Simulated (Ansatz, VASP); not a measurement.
Two plane-wave programs on CoSn

```xyz
6
Lattice="5.2197 0.0000 0.0000 -2.6099 4.5204 0.0000 0.0000 0.0000 4.1685" Properties=species:S:1:pos:R:3 pbc="T T T"
Co   -1.3049    2.2602   -0.0259
Co    1.3049    2.2602   -0.0259
Co    2.6099    0.0000   -0.0259
Sn    2.6099    1.5068    2.0585
Sn    0.0000    3.0136    2.0585
Sn    0.0000    0.0000    0.0900
```

Change from the starting cell: mode 5 (107.6 1/cm) frozen in, largest displacement +0.090 Å.

Alike in both runs: task single point; functional PBEsol; k mesh 12 × 12 × 12; occupations gaussian, width 0.15 eV; no spin polarisation.

|  | VASP | Ansatz |
| --- | --- | --- |
| version | VASP 6.6.1 | Ansatz 0.2.0 |
| potentials or method | VASP PAW PBE potentials, release 64 (Co, Sn_d), cutoff 520 eV | scalar-relativistic, plane waves, PAW |
| valence electrons in the cell | 69 | 93 |

Ansatz gave:

```
gap on the k mesh at the Fermi level (eV)                     : none
pressure (GPa)                                                : 0.0
traceless stress, the component that is largest in VASP (GPa) : 0.12
rms of the force components (eV/Å)                            : 0.117
```

What did VASP give for the same quantities?

gap on the k mesh at the Fermi level (eV): none; pressure (GPa): 0.0; traceless stress, the component that is largest in VASP (GPa): 0.06; rms of the force components (eV/Å): 0.117.

VASP's potentials were made for PBE, not for PBEsol. Atom by atom the forces differ by 0.000 eV/Å (rms over components). A gap of «none» marks a metal or a gap that the smearing closes. VASP's potentials hold 69 valence electrons a cell and Ansatz's 93, so a difference there can come from the potentials and not from the codes.
